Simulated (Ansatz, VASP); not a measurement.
# Zr in VASP and in Ansatz

INCAR

```
PREC = Accurate
ENCUT = 520
EDIFF = 1E-6
ISMEAR = -1
SIGMA = 0.1
LREAL = F
LASPH = T
NELM = 100
ALGO = Normal
ISIF = 2
LWAVE = F
LCHARG = F
GGA = B5
ALDAX = 1.0
AGGAX = 1.0
AGGAC = 1.0
ALDAC = 0.0
NBANDS = 19
```

File KPOINTS:

```
regular mesh
0
Gamma
  14 14 14
```

Contents of POSCAR:

```
Zr
1.0
    0.0000000000      3.0967118975      3.0967118975
    3.0967118975      0.0000000000      3.0967118975
    3.0967118975      3.0967118975      0.0000000000
Zr
2
Direct
    0.1250000000      0.1250000000      0.1250000000
    0.8750000000      0.8750000000      0.8750000000
```

Input for Ansatz:

```yaml
crystal:
  lattice:
    - [0.0, 3.0967118975, 3.0967118975]
    - [3.0967118975, 0.0, 3.0967118975]
    - [3.0967118975, 3.0967118975, 0.0]
  atoms:
    - { symbol: Zr, position: [0.125, 0.125, 0.125] }
    - { symbol: Zr, position: [0.875, 0.875, 0.875] }
hamiltonian:
  xc: blyp
  pseudopotentials:
    kind: paw
    azcp:
      Zr: "pseudopotentials/Zr.paw.azcp"
basis:
  ecutwfc: 420
  fft_grid_basis: typed
kpoints:
  mp_grid: { grid: [14, 14, 14], shift: [0, 0, 0] }
magnetization:
  spin_polarized: false
scf:
  occupations: { method: fermi_dirac, width: 0.1 }
output:
  stress: true
```

Alike in both runs: task single point; functional BLYP; k mesh 14 × 14 × 14; occupations fermi-dirac, width 0.1 eV; no spin polarisation.

```csv
,VASP,Ansatz
version,VASP 6.6.1,Ansatz 0.2.0
potentials or method,"VASP PAW PBE potentials, release 64 (Zr_sv), cutoff 520 eV","plane waves (420 eV) with PAW, scalar-relativistic"
valence electrons in the cell,24,24
```

VASP gave:

| Quantity | Value |
| --- | --- |
| pressure (GPa) | 4.7 |

Task: Estimate Ansatz's values.

Result: Pressure (GPa): 4.6.

VASP's potentials were made for PBE, not for BLYP. With one functional, cell and mesh, what is left measures potentials, basis and numerics.
